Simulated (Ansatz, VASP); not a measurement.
# Two plane-wave programs on AlB2As3

The input INCAR:

```
SYSTEM = AlB2As3
ALGO = Normal
EDIFF = 1E-7
ENCUT = 520
GGA = PE
ISIF = 2
ISMEAR = 0
LASPH = .True.
LCHARG = .False.
LREAL = .False.
LWAVE = .False.
NBANDS = 21
NELM = 80
PREC = Accurate
SIGMA = 0.1
```

Contents of KPOINTS:

```
k-points
0
Gamma
  6 6 2
  0 0 0
```

The input POSCAR:

```
AlB2As3
1.0
    3.6442420500      0.0000000000      0.0000000000
   -1.8221210300      3.1560061900      0.0000000000
    0.0000000000      0.0000000000      8.9265335300
Al B As
1 2 3
Direct
    0.3333333300      0.6666666700      0.6666666700
    0.0000000000      0.0000000000      0.0000000000
    0.6666666700      0.3333333300      0.3333333300
    0.3333333300      0.6666666700      0.9166666700
    0.6666666700      0.3333333300      0.5833333300
    0.0000000000      0.0000000000      0.2500000000
```

Input for Ansatz:

```yaml
crystal:
  lattice:
    - [3.64424205, 0.0, 0.0]
    - [-1.82212103, 3.15600619, 0.0]
    - [0.0, 0.0, 8.92653353]
  atoms:
    - { symbol: Al, position: [0.33333333, 0.66666667, 0.66666667] }
    - { symbol: B, position: [0.0, 0.0, 0.0] }
    - { symbol: B, position: [0.66666667, 0.33333333, 0.33333333] }
    - { symbol: As, position: [0.33333333, 0.66666667, 0.91666667] }
    - { symbol: As, position: [0.66666667, 0.33333333, 0.58333333] }
    - { symbol: As, position: [0.0, 0.0, 0.25] }
basis:
  ecutwfc: 420
kpoints:
  mp_grid: { grid: [6, 6, 2] }
hamiltonian:
  xc: pbe
scf:
  occupations: { method: gaussian, width: 0.1 }
  lower_state_search: "off"
output:
  forces: true
  stress: true
  eigenvalues: true
```

Alike in both runs: task single point; functional PBE; k mesh 6 × 6 × 2; occupations gaussian, width 0.1 eV; no spin polarisation.

|  | VASP | Ansatz |
| --- | --- | --- |
| version | VASP 6.6.1 | Ansatz 0.2.0 |
| potentials or method | VASP PAW PBE potentials, release 64 (Al, B, As), cutoff 520 eV | scalar-relativistic, plane waves, PAW |
| valence electrons in the cell | 24 | 54 |

|  | VASP | Ansatz | Ansatz less VASP |
| --- | --- | --- | --- |
| gap on the k mesh at the Fermi level (eV) | 1.23 | 1.24 | +0.010 |
| least direct gap on the mesh (eV) | 1.60 | 1.59 | -0.006 |
| pressure (GPa) | 3.0 | 2.7 | -0.34 |
| traceless stress, the component that is largest in VASP (GPa) | 0.05 | 0.07 | +0.021 |
| rms of the force components (eV/Å) | 1.223 | 1.217 | -0.0058 |

Atom by atom the forces differ by 0.007 eV/Å (rms over components). VASP's potentials hold 24 valence electrons a cell and Ansatz's 54, so a difference there can come from the potentials and not from the codes.
